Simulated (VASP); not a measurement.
# CdSe (Imm2) in VASP: relaxation of the atoms with PBE

Aim: the relaxation of the atoms of CdSe with PBE.

Program: VASP 6.6.1. These are calculated values, not measurements. Logs are shortened: lines on timing, memory, paths and dates and some standing lists are left out, and cuts for length are marked.

**1. The cell of the first run**

Symmetry: Imm2, No. 44, orthorhombic system. Conventional cell: a = 4.355 Å, b = 4.426 Å, c = 6.259 Å, α = 90.00°, β = 90.00°, γ = 90.00°. Within 3.5 Å of Cd (site symmetry mm2) lie 4 Se at 2.68 to 2.71 Å. Within 3.5 Å of Se (site symmetry mm2) lie 4 Cd at 2.68 to 2.71 Å.

**2. Relaxation of the atoms, PBE (strained cell)**

The input, INCAR:

```
PREC = Accurate ; ENCUT = 450
EDIFF = 1E-7 ; ISMEAR = 0
SIGMA = 0.02 ; LREAL = False
LASPH = True ; NELM = 120
ALGO = Normal ; ISIF = 2
LWAVE = False ; LCHARG = False
GGA = PE ; IBRION = 2
NSW = 60 ; EDIFFG = -0.002
GGA_COMPAT = False ; NELMIN = 4
```

The input, KPOINTS:

```
regular mesh
0
Gamma
  8 8 8
```

The input, POSCAR:

```
CdSe
1.0
   -0.0247870992      3.1045841801      3.1293712794
    3.1045841801     -0.0247870992      3.1293712794
    3.0797970809      3.0797970809      0.0000000000
Cd Se
1 1
Direct
    0.0000000000      0.0000000000      0.0000000000
    0.2500000000      0.2500000000      0.2500000000
```

Potentials or basis: VASP PAW PBE potentials, release 64 (Cd, Se).

Run with:

```sh
cat potpaw_PBE.64/Cd/POTCAR potpaw_PBE.64/Se/POTCAR > POTCAR
mpirun -np 1 vasp_std > vasp.out
```

OUTCAR:

```text
PREC = Accurate
   ENCUT = 450
   EDIFF = 1E-7
   ISMEAR = 0
   LREAL = False
   LASPH = True
   NELM = 120
   ISIF = 2
   GGA = PE
   IBRION = 2
   NSW = 60
   EDIFFG = -0.002
   NELMIN = 4

 ion  position               nearest neighbor table
   1  0.000  0.000  0.000-   2 2.68   2 2.68   2 2.71   2 2.71
   2  0.250  0.250  0.250-   1 2.68   1 2.68   1 2.71   1 2.71

  LATTYP: Found a body centered orthorhombic cell.
 ALAT       =     4.3554908012
 B/A-ratio  =     1.0160965794
 C/A-ratio  =     1.4369775634

  Lattice vectors:

 A1 = (   0.0247870992,  -3.1045841801,  -3.1293712794)
 A2 = (  -0.0247870992,   3.1045841801,  -3.1293712794)
 A3 = (   3.1045841801,  -0.0247870992,   3.1293712794)

Analysis of symmetry for initial positions (statically):
=====================================================================
 Subroutine PRICEL returns:
 Original cell was already a primitive cell.

 Routine SETGRP: Setting up the symmetry group for a
 body centered orthorhombic supercell.

 Subroutine GETGRP returns: Found  4 space group operations
 (whereof  4 operations were pure point group operations)
 out of a pool of  8 trial point group operations.

The static configuration has the point symmetry C_2v.

Analysis of symmetry for dynamics (positions and initial velocities):
=====================================================================
 Subroutine PRICEL returns:
 Original cell was already a primitive cell.

 Routine SETGRP: Setting up the symmetry group for a
 body centered orthorhombic supercell.

 Subroutine GETGRP returns: Found  4 space group operations
 (whereof  4 operations were pure point group operations)
 out of a pool of  8 trial point group operations.

The dynamic configuration has the point symmetry C_2v.

 Subroutine INISYM returns: Found  4 space group operations
 (whereof  4 operations are pure point group operations),
 and found     1 'primitive' translations

----------------------------------------------------------------------------------------

                                     Primitive cell

  volume of cell :      60.3207

  direct lattice vectors                    reciprocal lattice vectors
    -0.024787099  3.104584180  3.129371279    -0.159776503  0.159776503  0.159776503
     3.104584180 -0.024787099  3.129371279     0.159776503 -0.159776503  0.159776503
     3.079797081  3.079797081  0.000000000     0.162348358  0.162348358 -0.159776503

[... 98 lines left out ...]
   ISMEAR =     0;   SIGMA  =   0.02  broadening in eV -4-tet -1-fermi 0-gaus
   EFERMI_NEDOS =   21; number of points for ismear=-14 and -15
   IALGO  =     38    algorithm
   IMIX   =      4    mixing-type and parameters
     AMIX     =   0.40;   BMIX     =  1.00
     AMIX_MAG =   1.60;   BMIX_MAG =  1.00
  volume/ion in A,a.u.               =      30.16       203.53
  Fermi-wavevector in a.u.,A,eV,Ry     =   1.093982  2.067327 16.283411  1.196797
  Thomas-Fermi vector in A             =   2.230278
   LORBIT       =      0    0 simple, 1 ext, 2 COOP (PROOUT), +10 PAW based schemes
   GGA     = PE    functional components
   LHFCALC =     F    Hartree Fock is set to
   AEXX    =    0.0000 exact exchange contribution
   IVDW    =     0    specifies the selected vdW correction
   LEPSILON=     F    determine dielectric tensor
   LRPA    =     F    only Hartree local field effects (RPA)
 conjugate gradient relaxation of ions
 non-spin polarized calculation
 Gauss-broadening in eV      SIGMA  =   0.02
  energy-cutoff  :      450.00
  volume of cell :       60.32
 maximum number of plane-waves:      1324
   NGX = 15   NGY = 15   NGZ = 15

--------------------------------------- Ionic step        1  -------------------------------------------

 number of electron      17.9999993 magnetization

 Free energy of the ion-electron system (eV)
  ---------------------------------------------------
  ext. energy  EPLUGINS =         0.00000000
  ---------------------------------------------------
  free energy    TOTEN  =        -5.49628379 eV

  energy without entropy =       -5.49628379  energy(sigma->0) =       -5.49628379

------------------------ aborting loop because EDIFF is reached ----------------------------------------

  FORCE on cell =-STRESS in cart. coord.  units (eV):
  Direction    XX          YY          ZZ          XY          YZ          ZX
  --------------------------------------------------------------------------------------
  -------------------------------------------------------------------------------------
  Total       -0.1671728     -0.1671728     -0.2228487      0.2196471      0.0000000      0.0000000
  in kB       -4.4402752     -4.4402752     -5.9190832      5.8340451      0.0000000      0.0000000
  external PRESSURE =      -4.9332112 kB  Pullay stress =       0.0000000 kB
[... 59 lines left out ...]
--------------------------------------- Ionic step        3  -------------------------------------------

 number of electron      17.9999993 magnetization

 Free energy of the ion-electron system (eV)
  ---------------------------------------------------
  ext. energy  EPLUGINS =         0.00000000
  ---------------------------------------------------
  free energy    TOTEN  =        -5.49699585 eV

  energy without entropy =       -5.49699585  energy(sigma->0) =       -5.49699585

 E-fermi :   0.5790     XC(G=0):  -8.5719

 val. band max:        0.4533507418   @ k =   0.0000   0.0000   0.0000
 cond. band min:       0.8750386324   @ k =   0.0000   0.0000   0.0000
 fundamental gap:      0.4216878906
 Fermi energy:         0.5790118677

 k-point     1 :       0.0000    0.0000    0.0000
  band No.  band energies     occupation
      1     -11.8136      2.00000
      2      -7.3150      2.00000
      3      -7.3135      2.00000
      4      -7.3094      2.00000
      5      -7.0095      2.00000
      6      -7.0081      2.00000
      7       0.3880      2.00000
      8       0.3940      2.00000
      9       0.4534      2.00000
     10       0.8750      0.00000
     11       6.2550      0.00000
     12       6.3416      0.00000
     13       6.4203      0.00000
[... 354 lines left out ...]
  band No.  band energies     occupation
      1     -11.6656      2.00000
      2      -7.2631      2.00000
      3      -7.2525      2.00000
      4      -7.1711      2.00000
      5      -7.0175      2.00000
      6      -6.9956      2.00000
      7      -1.7914      2.00000
      8      -0.1762      2.00000
      9      -0.1103      2.00000
     10       2.9765      0.00000
     11       5.4484      0.00000
     12       7.0579      0.00000
     13       7.2230      0.00000

 [... further k-points ...]
[... 5 lines left out ...]
  --------------------------------------------------------------------------------------
  -------------------------------------------------------------------------------------
  Total       -0.1732120     -0.1732120     -0.2281166      0.1306175      0.0000000      0.0000000
  in kB       -4.6006827     -4.6006827     -6.0590020      3.4693298      0.0000000      0.0000000
  external PRESSURE =      -5.0867891 kB  Pullay stress =       0.0000000 kB
[... 17 lines left out ...]
  FREE ENERGIE OF THE ION-ELECTRON SYSTEM (eV)
  ---------------------------------------------------
  free  energy   TOTEN  =        -5.4969958455 eV

  energy  without entropy=       -5.4969958455  energy(sigma->0) =       -5.49699585

 reached required accuracy - stopping structural energy minimisation
```

Wall time 71 s (1 thread of AMD EPYC 7R13 (Zen 3), shared host); peak memory 0.19 GiB.

Results:

* Free energy: -5.4970 eV
* Energy gained by relaxing: 0.4 meV/atom
* Ionic steps: 3
* Pressure after relaxing: -0.5 GPa
* Band gap on the k mesh: 0.42 eV

The path:
```tsv
step	energy change (eV)	largest force (eV/Å)	pressure (GPa)
1	0.0000	0.0756	-0.49
2	-0.0004	0.0464	-0.50
3	-0.0007	0.0000	-0.51
```

Final structure:
```xyz
2
Lattice="-0.0248 3.1046 3.1294 3.1046 -0.0248 3.1294 3.0798 3.0798 0.0000" Properties=species:S:1:pos:R:3 pbc="T T T"
Cd    3.0798    3.0798    6.2493
Se    1.5399    1.5399    1.5741
```

Caveat: the cell differs from its parent crystal (strained cell).
